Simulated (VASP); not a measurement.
# CoO (Fm-3m) in VASP: notebook

Runs on CoO. Level: PBE. Tasks: single point.

Program: VASP 6.6.1. These are calculated values, not measurements. Logs are shortened: lines on timing, memory, paths and dates and some standing lists are left out, and cuts for length are marked.

## (1) The cell of the first run

Symmetry: Fm-3m, No. 225, cubic system. Conventional cell: a = 4.263 Å, b = 4.263 Å, c = 4.263 Å, α = 90.00°, β = 90.00°, γ = 90.00°. Co (site symmetry m-3m) has 6 O at 2.13 Å within 2.8 Å. O (site symmetry m-3m) has 6 Co at 2.13 Å within 2.8 Å.

## (2) Single point, PBE, collinear spin, ferromagnetic start

Input file INCAR:

```
SYSTEM = CoO
ALGO = Normal
EDIFF = 1E-6
ENCUT = 520
GGA = PE
ISIF = 2
ISMEAR = 1
ISPIN = 2
LASPH = .True.
LCHARG = .False.
LMAXMIX = 4
LORBIT = 11
LREAL = .False.
LWAVE = .False.
MAGMOM = 2 0
NBANDS = 18
NELM = 150
PREC = Accurate
SIGMA = 0.05
```

Input file KPOINTS:

```
k-points
0
Gamma
  12 12 12
  0 0 0
```

Input file POSCAR:

```
CoO
1.0
    0.0000000000      2.1315000000      2.1315000000
    2.1315000000      0.0000000000      2.1315000000
    2.1315000000      2.1315000000      0.0000000000
Co O
1 1
Direct
    0.0000000000      0.0000000000      0.0000000000
    0.5000000000      0.5000000000      0.5000000000
```

Potentials or basis: VASP PAW PBE potentials, release 64 (Co, O).

Command:

```console
cat potpaw_PBE.64/Co/POTCAR potpaw_PBE.64/O/POTCAR > POTCAR
mpirun -np 1 vasp_std > vasp.out
```

OUTCAR:

```text
SYSTEM = CoO
   EDIFF = 1E-6
   ENCUT = 520
   GGA = PE
   ISIF = 2
   ISMEAR = 1
   ISPIN = 2
   LASPH = .True.
   LORBIT = 11
   LREAL = .False.
   NELM = 150
   PREC = Accurate

 ion  position               nearest neighbor table
   1  0.000  0.000  0.000-   2 2.13   2 2.13   2 2.13   2 2.13   2 2.13   2 2.13
   2  0.500  0.500  0.500-   1 2.13   1 2.13   1 2.13   1 2.13   1 2.13   1 2.13

  LATTYP: Found a face centered cubic cell.
 ALAT       =     4.2630000000

  Lattice vectors:

 A1 = (   0.0000000000,   2.1315000000,   2.1315000000)
 A2 = (   2.1315000000,   0.0000000000,   2.1315000000)
 A3 = (   2.1315000000,   2.1315000000,   0.0000000000)

Analysis of symmetry for initial positions (statically):
=====================================================================
 Subroutine PRICEL returns:
 Original cell was already a primitive cell.

 Routine SETGRP: Setting up the symmetry group for a
 face centered cubic supercell.

 Subroutine GETGRP returns: Found 48 space group operations
 (whereof 48 operations were pure point group operations)
 out of a pool of 48 trial point group operations.

The static configuration has the point symmetry O_h .

Analysis of symmetry for dynamics (positions and initial velocities):
=====================================================================
 Subroutine PRICEL returns:
 Original cell was already a primitive cell.

 Routine SETGRP: Setting up the symmetry group for a
 face centered cubic supercell.

 Subroutine GETGRP returns: Found 48 space group operations
 (whereof 48 operations were pure point group operations)
 out of a pool of 48 trial point group operations.

The dynamic configuration has the point symmetry O_h .

Analysis of structural, dynamic, and magnetic symmetry:
=====================================================================
 Subroutine PRICEL returns:
 Original cell was already a primitive cell.

 Routine SETGRP: Setting up the symmetry group for a
 face centered cubic supercell.

 Subroutine GETGRP returns: Found 48 space group operations
 (whereof 48 operations were pure point group operations)
 out of a pool of 48 trial point group operations.

The overall configuration has the point symmetry O_h .

 Subroutine INISYM returns: Found 48 space group operations
 (whereof 48 operations are pure point group operations),
 and found     1 'primitive' translations

----------------------------------------------------------------------------------------

                                     Primitive cell

  volume of cell :      19.3681

  direct lattice vectors                    reciprocal lattice vectors
     0.000000000  2.131500000  2.131500000    -0.234576589  0.234576589  0.234576589
     2.131500000  0.000000000  2.131500000     0.234576589 -0.234576589  0.234576589
     2.131500000  2.131500000  0.000000000     0.234576589  0.234576589 -0.234576589

  length of vectors
     3.014396208  3.014396208  3.014396208     0.406298571  0.406298571  0.406298571

  position of ions in fractional coordinates (direct lattice)
     0.000000000  0.000000000  0.000000000
     0.500000000  0.500000000  0.500000000

  ion indices of the primitive-cell ions
   primitive index   ion index
                 1           1
                 2           2

----------------------------------------------------------------------------------------

 KPOINTS: k-points

Automatic generation of k-mesh.
 Grid dimensions read from file:
 generate k-points for:   12   12   12

 Generating k-lattice:

  Cartesian coordinates                     Fractional coordinates (reciprocal lattice)
    -0.019548049  0.019548049  0.019548049     0.083333333  0.000000000  0.000000000
     0.019548049 -0.019548049  0.019548049     0.000000000  0.083333333  0.000000000
     0.019548049  0.019548049 -0.019548049     0.000000000  0.000000000  0.083333333

  Length of vectors
     0.033858214  0.033858214  0.033858214

  Shift w.r.t. Gamma in fractional coordinates (k-lattice)
     0.000000000  0.000000000  0.000000000

 Subroutine IBZKPT returns following result:
 ===========================================

 Found     72 irreducible k-points:

 Following reciprocal coordinates:
            Coordinates               Weight
  0.000000  0.000000  0.000000      1.000000
  0.083333  0.000000  0.000000      8.000000
  0.166667  0.000000  0.000000      8.000000
  0.250000  0.000000  0.000000      8.000000
  0.333333  0.000000  0.000000      8.000000
  0.416667  0.000000  0.000000      8.000000
[... 16 lines left out ...]
  0.500000  0.166667  0.000000     24.000000
 -0.416667  0.166667  0.000000     24.000000
 [... further k-points ...]
   k-points           NKPTS =     72   k-points in BZ     NKDIM =     72   number of bands    NBANDS=     18
   number of dos      NEDOS =    301   number of ions     NIONS =      2
   total plane-waves  NPLWV =  13824
   dimension x,y,z NGX =    24 NGY =   24 NGZ =   24
   dimension x,y,z NGXF=    48 NGYF=   48 NGZF=   48
   ions per type =               1   1
   NGX,Y,Z   is equivalent  to a cutoff of  13.24, 13.24, 13.24 a.u.
   NGXF,Y,Z  is equivalent  to a cutoff of  26.47, 26.47, 26.47 a.u.
 SYSTEM =  CoO
   PREC   = accura    normal or accurate (medium, high low for compatibility)
   ISTART =      0    job   : 0-new  1-cont  2-samecut
   ICHARG =      2    charge: 1-file 2-atom 10-const
   ISPIN  =      2    spin polarized calculation?
   LNONCOLLINEAR =      F non collinear calculations
   LSORBIT =      F    spin-orbit coupling
   LASPH  =      T    aspherical Exc in radial PAW
   ENCUT  =  520.0 eV  38.22 Ry    6.18 a.u.   5.60  5.60  5.60*2*pi/ulx,y,z
   NELM   =    150;   NELMIN=  2; NELMDL= -5     # of ELM steps
   EDIFF  = 0.1E-05   stopping-criterion for ELM
   LREAL  =      F    real-space projection
   EDIFFG = 0.1E-04   stopping-criterion for IOM
   NSW    =      0    number of steps for IOM
   IBRION =     -1    ionic relax: 0-MD 1-quasi-New 2-CG
   NFREE  =      0    steps in history (QN), initial steepest desc. (CG)
   ISIF   =      2    stress and relaxation
   ISYM   =      2    0-nonsym 1-usesym 2-fastsym
   POTIM  = 0.5000    time-step for ionic-motion
   TEBEG  =    0.0;   TEEND  =   0.0 temperature during run
   PSTRESS=    0.0 pullay stress
   NELECT =      15.0000    total number of electrons
   NUPDOWN=      -1.0000    fix difference up-down
   EMIN   =  10.00;   EMAX   =-10.00  energy-range for DOS
   EFERMI =   0.00;   METHOD = LEGACY
   ISMEAR =     1;   SIGMA  =   0.05  broadening in eV -4-tet -1-fermi 0-gaus
   EFERMI_NEDOS =   21; number of points for ismear=-14 and -15
   IALGO  =     38    algorithm
   IMIX   =      4    mixing-type and parameters
     AMIX     =   0.40;   BMIX     =  1.00
     AMIX_MAG =   1.60;   BMIX_MAG =  1.00
  volume/ion in A,a.u.               =       9.68        65.35
  Fermi-wavevector in a.u.,A,eV,Ry     =   1.503407  2.841027 30.752334  2.260233
  Thomas-Fermi vector in A             =   2.614521
   LORBIT       =     11    0 simple, 1 ext, 2 COOP (PROOUT), +10 PAW based schemes
   GGA     = PE    functional components
   LHFCALC =     F    Hartree Fock is set to
   AEXX    =    0.0000 exact exchange contribution
   IVDW    =     0    specifies the selected vdW correction
   LEPSILON=     F    determine dielectric tensor
   LRPA    =     F    only Hartree local field effects (RPA)
 spin polarized calculation
 Methfessel and Paxton  Order N= 1 SIGMA  =   0.05
  energy-cutoff  :      520.00
  volume of cell :       19.37
 maximum number of plane-waves:       544
   NGX = 11   NGY = 11   NGZ = 11

 number of electron      15.0000007 magnetization       2.9477938

 Free energy of the ion-electron system (eV)
  ---------------------------------------------------
  ext. energy  EPLUGINS =         0.00000000
  ---------------------------------------------------
  free energy    TOTEN  =       -13.04477759 eV

  energy without entropy =      -13.04483975  energy(sigma->0) =      -13.04479831

 E-fermi :   7.8715     XC(G=0): -12.3955

 val. band max:        7.8711170941   @ k =  -0.3333   0.1667   0.0000
 cond. band min:       7.8737855452   @ k =   0.4167   0.1667   0.0833
 fundamental gap:      0.0026684511
 Fermi energy:         7.8714633723

 spin component 1

 k-point     1 :       0.0000    0.0000    0.0000
  band No.  band energies     occupation
      1     -12.2911      1.00000
      2       4.5891      1.00000
      3       4.5892      1.00000
      4       4.7730      1.00000
      5       4.7730      1.00000
      6       4.7730      1.00000
[... 10 lines left out ...]
     17      29.2915      0.00000
     18      32.7791      0.00000
[... 463 lines left out ...]
 k-point    24 :      -0.4167    0.1667    0.0000
  band No.  band energies     occupation
      1     -11.0329      1.00000
      2       0.2220      1.00000
      3       1.8808      1.00000
      4       1.9884      1.00000
      5       5.3553      1.00000
      6       5.4953      1.00000
[... 10 lines left out ...]
     17      35.4955      0.00000
     18      36.8522      0.00000

 [... further k-points ...]

 spin component 2

 k-point     1 :       0.0000    0.0000    0.0000
  band No.  band energies     occupation
      1     -11.7691      1.00000
      2       5.3562      1.00000
      3       5.3562      1.00000
      4       5.3562      1.00000
      5       6.7797      1.00000
      6       6.7798      1.00000
[... 10 lines left out ...]
     17      30.2587      0.00000
     18      33.5960      0.00000
[... 463 lines left out ...]
 k-point    24 :      -0.4167    0.1667    0.0000
  band No.  band energies     occupation
      1     -10.4585      1.00000
      2       0.8006      1.00000
      3       2.9632      1.00000
      4       3.3532      1.00000
      5       7.6304      1.00000
      6       7.7028      1.00001
[... 10 lines left out ...]
     17      35.8659      0.00000
     18      37.3966      0.00000

 [... further k-points ...]
[... 5 lines left out ...]
  --------------------------------------------------------------------------------------
  -------------------------------------------------------------------------------------
  Total       -0.2784544     -0.2784544     -0.2784544      0.0000000      0.0000000      0.0000000
  in kB      -23.0344916    -23.0344916    -23.0344916      0.0000000      0.0000000      0.0000000
  external PRESSURE =     -23.0344916 kB  Pullay stress =       0.0000000 kB

 VOLUME and BASIS-vectors are now :
 -----------------------------------------------------------------------------
  energy-cutoff  :      520.00
  volume of cell :       19.37
      direct lattice vectors                 reciprocal lattice vectors
     0.000000000  2.131500000  2.131500000    -0.234576589  0.234576589  0.234576589
     2.131500000  0.000000000  2.131500000     0.234576589 -0.234576589  0.234576589
     2.131500000  2.131500000  0.000000000     0.234576589  0.234576589 -0.234576589

 POSITION                                       TOTAL-FORCE (eV/Angst)
 -----------------------------------------------------------------------------------
      0.00000      0.00000      0.00000         0.000000      0.000000      0.000000
      2.13150      2.13150      2.13150         0.000000      0.000000     -0.000000
 -----------------------------------------------------------------------------------
    total drift:                                0.000000     -0.000000     -0.000000

  FREE ENERGIE OF THE ION-ELECTRON SYSTEM (eV)
  ---------------------------------------------------
  free  energy   TOTEN  =       -13.0447775867 eV

  energy  without entropy=      -13.0448397462  energy(sigma->0) =      -13.04479831

 total charge

# of ion       s       p       d       tot
------------------------------------------
    1        0.293   0.355   7.138   7.786
    2        1.556   3.424   0.000   4.980
--------------------------------------------------
tot          1.849   3.779   7.138  12.766

 magnetization (x)

# of ion       s       p       d       tot
------------------------------------------
    1        0.021   0.018   2.547   2.585
    2        0.029   0.283   0.000   0.312
--------------------------------------------------
tot          0.049   0.301   2.547   2.897
```

Run time: 65 s. Hardware: 1 thread of Intel Xeon 8259CL, shared host; peak memory 0.17 GiB.

What came out:

```
Free energy                                           : -13.0448 eV
Pressure                                              : -2.3 GPa
Net moment                                            : 2.95 μB per cell
Site moments                                          : Co +2.58; O +0.31 μB
Valence electrons inside the program's atomic spheres : Co 7.79; O 4.98
```

Caveat: a cell with one magnetic atom can't hold antiferromagnetic order, which such compounds often take; semilocal functionals often make such compounds metallic where correlation or magnetic order opens a gap, which also shifts bond lengths.

## (3) Single point, PBE, collinear spin, ferromagnetic start

Input file INCAR:

```
  ALGO = Normal
  EDIFF = 1E-6
  ENCUT = 520
  GGA = PE
  ISIF = 2
  ISMEAR = 1
  ISPIN = 2
  LASPH = True
  LCHARG = False
  LMAXMIX = 4
  LORBIT = 11
  LREAL = False
  LWAVE = False
  MAGMOM = 2 0
  NBANDS = 18
  NELM = 150
  PREC = Accurate
  SIGMA = 0.05
```

Input file KPOINTS:

```
k-points
0
Gamma
  15 15 15
```

POSCAR is that of step 2.

Potentials or basis: VASP PAW PBE potentials, release 64 (Co, O).

Command:

```console
cat potpaw_PBE.64/Co/POTCAR potpaw_PBE.64/O/POTCAR > POTCAR
mpirun -np 1 vasp_std > vasp.out
```

Run time: 99 s. Hardware: 1 thread of Intel Xeon 8259CL, shared host; peak memory 0.2 GiB.

Results (log left out):

```
Free energy                                           : -13.0450 eV
Pressure                                              : -2.2 GPa
Net moment                                            : 2.95 μB per cell
Site moments                                          : Co +2.58; O +0.31 μB
Valence electrons inside the program's atomic spheres : Co 7.79; O 4.98
```

Levels at points of the mesh, in eV from the Fermi level:
Spin up:
| k point | band 6 | band 7 | band 8 | band 9 | band 10 | band 11 | band 12 | band 13 |
| --- | --- | --- | --- | --- | --- | --- | --- | --- |
| (0.00, 0.00, 0.00) | -3.10 | -3.09 | -3.09 | -3.09 | 0.99 | 16.86 | 18.12 | 18.12 |
Spin down:
```tsv
k point	band 4	band 5	band 6	band 7	band 8	band 9
(0.00, 0.00, 0.00)	-2.52	-1.09	-1.09	-1.09	0.06	0.06
```

Caveat: a cell with one magnetic atom can't hold antiferromagnetic order, which such compounds often take; semilocal functionals often make such compounds metallic where correlation or magnetic order opens a gap, which also shifts bond lengths. With open d or f shells a metallic result of PBE can be an artefact of self-interaction; +U or a hybrid may open a gap.

## (4) Single point, PBE, collinear spin, ferromagnetic start

Input file INCAR:

```
PREC = Accurate ; ENCUT = 520
EDIFF = 1E-6 ; ISMEAR = 1
SIGMA = 0.05 ; LREAL = F
LASPH = T ; NELM = 150
ALGO = Normal ; ISIF = 2
LWAVE = F ; LCHARG = T
ISPIN = 2 ; MAGMOM = 2 0
LORBIT = 11 ; LMAXMIX = 4
GGA = PE ; LELF = T
LVHAR = T ; NBANDS = 18
```

Input file KPOINTS:

```
Automatic mesh
0
Gamma
  18 18 18
```

POSCAR is that of step 3.

Command:

```console
cat potpaw_PBE.64/Co/POTCAR potpaw_PBE.64/O/POTCAR > POTCAR
mpirun -np 1 vasp_std > vasp.out
```

It took 3.1 min on 1 thread of Intel Xeon 8259CL, shared host; peak memory 0.23 GiB.

Results (log left out):

```
Free energy                                           : -13.0447 eV
Pressure                                              : -2.1 GPa
Net moment                                            : 2.96 μB per cell
Site moments                                          : Co +2.59; O +0.31 μB
Valence electrons inside the program's atomic spheres : Co 7.79; O 4.98
```

Levels at points of the mesh, in eV from the Fermi level:
Spin up:
```csv
k point,band 7,band 8,band 9,band 10,band 11,band 12
"(0.00, 0.00, 0.00)",-3.09,-3.09,-3.09,0.99,16.86,18.12
"(0.50, 0.00, 0.00)",-1.83,0.09,0.09,5.07,9.32,13.43
"(0.50, 0.50, 0.00)",-2.45,-2.10,-2.10,5.85,9.82,11.67
```
Spin down:
```csv
k point,band 4,band 5,band 6,band 7,band 8,band 9
"(0.00, 0.00, 0.00)",-2.51,-1.09,-1.09,-1.09,0.07,0.07
"(0.50, 0.00, 0.00)",-4.58,-0.13,-0.13,0.18,2.70,2.70
"(0.50, 0.50, 0.00)",-3.76,-2.20,0.12,0.12,0.53,0.99
```

Caveat: a cell with one magnetic atom can't hold antiferromagnetic order, which such compounds often take; semilocal functionals often make such compounds metallic where correlation or magnetic order opens a gap, which also shifts bond lengths. With open d or f shells a metallic result of PBE can be an artefact of self-interaction; +U or a hybrid may open a gap.

## (5) Overview

```csv
k mesh,gap on the mesh (eV),pressure (GPa),moment (μB)
12 × 12 × 12,none,-2.3,2.95
15 × 15 × 15,none,-2.2,2.95
18 × 18 × 18,none,-2.1,2.96
```

Alike in all rows: task single point; level PBE; potentials or basis VASP PAW PBE potentials, release 64 (Co, O); spin collinear, ferromagnetic start; cell as given; cutoff (eV) 520; smearing methfessel-paxton 0.05 eV.

Caveats: a cell with one magnetic atom can't hold antiferromagnetic order, which such compounds often take; semilocal functionals often make such compounds metallic where correlation or magnetic order opens a gap, which also shifts bond lengths.

Total energies depend on the potentials used, so only differences within one code and one set of settings carry meaning.
